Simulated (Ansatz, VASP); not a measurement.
# One calculation of MgI2, two programs

```
Mg I
1.0
     4.11340    0.00000    0.00000
    -2.05670    3.56231    0.00000
     0.00000    0.00000    6.74749
Mg I
1 2
Direct
  0.00000 0.00000 0.00000
  0.33333 0.66667 0.76730
  0.66667 0.33333 0.23270
```

Alike in both runs: task single point; functional LDA; k mesh 6 × 6 × 4; occupations gaussian, width 0.05 eV; no spin polarisation.

```csv
,VASP,Ansatz
version,VASP 6.6.1,Ansatz 0.2.0
potentials or method,"VASP PAW LDA potentials, release 64 (Mg, I), cutoff 520 eV","scalar-relativistic, plane waves, PAW"
valence electrons in the cell,16,44
```

```csv
,VASP,Ansatz,Ansatz less VASP
gap on the k mesh at the Fermi level (eV),3.33,3.35,+0.019
least direct gap on the mesh (eV),3.61,3.60,-0.011
pressure (GPa),0.7,0.8,+0.09
"traceless stress, the component that is largest in VASP (GPa)",0.85,0.82,-0.025
rms of the force components (eV/Å),0.205,0.208,+0.0036
```

LDA's correlation is that of Perdew and Zunger in VASP and of Perdew and Wang (1992) in Ansatz. Atom by atom the forces differ by 0.004 eV/Å (rms over components). VASP's potentials hold 16 valence electrons a cell and Ansatz's 44, so a difference there can come from the potentials and not from the codes.

Neither program's run includes spin-orbit coupling.
